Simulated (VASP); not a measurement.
Write the native input for VASP 6.6.1 that does the following.

| Item | Value |
| --- | --- |
| Task | single point |
| Functional | PBE |
| Potentials or basis | VASP PAW PBE potentials, release 64 (Hf_pv, B) |
| Cutoff | 520 eV |
| k mesh | 11 × 11 × 13 |
| Occupations | gaussian, width 0.1 eV |
| Spin | no spin polarisation |
| Dipole correction | no |
| Further INCAR settings | ALGO = Normal; EDIFF = 1e-06; NBANDS = 14; ISYM = 0 |

The structure of HfB lies in POSCAR:

```
HfB
1.0
    3.1644852930     -0.0000000035      0.0001488541
   -0.0000000035      3.1644852930      0.0001488541
    1.5823673488      1.5823673488      2.4717883911
Hf B
1 1
Direct
    0.0000000000      0.0000000000      0.0000000000
    0.5000000000      0.5000000000      0.0000000000
```

One way to write it, as run:

INCAR

```
SYSTEM = HfB
PREC     = Accurate       ! precision mode
ENCUT    = 520            ! plane-wave cutoff, eV
EDIFF    = 1E-6           ! SCF threshold, eV
ISMEAR   = 0              ! smearing method
SIGMA    = 0.1            ! smearing width, eV
LREAL    = .FALSE.        ! projectors in reciprocal space
LASPH    = .TRUE.         ! aspherical terms in the spheres
NELM     = 80             ! most SCF steps
ALGO     = Normal         ! electronic algorithm
ISIF     = 2              ! what is computed and relaxed
LWAVE    = .FALSE.        ! write WAVECAR
LCHARG   = .FALSE.        ! write CHGCAR
GGA      = PE             ! functional
ISYM     = 0            
NBANDS   = 14             ! bands
```

KPOINTS

```
Automatic mesh
0
G
  11 11 13
  0 0 0
```

Potentials or basis: VASP PAW PBE potentials, release 64 (Hf_pv, B).

Run with:

```sh
$ cat potpaw_PBE.64/Hf_pv/POTCAR potpaw_PBE.64/B/POTCAR > POTCAR
$ mpirun -np 1 vasp_std > vasp.out
```

It gave:

The pressure is 33.1 GPa.

Run time: 2.9 min on 1 thread of Intel(R) Xeon(R) Platinum 8259CL CPU @ 2.50GHz (Skylake/Cascade Lake) (shared host), peak memory 0.39 GiB.
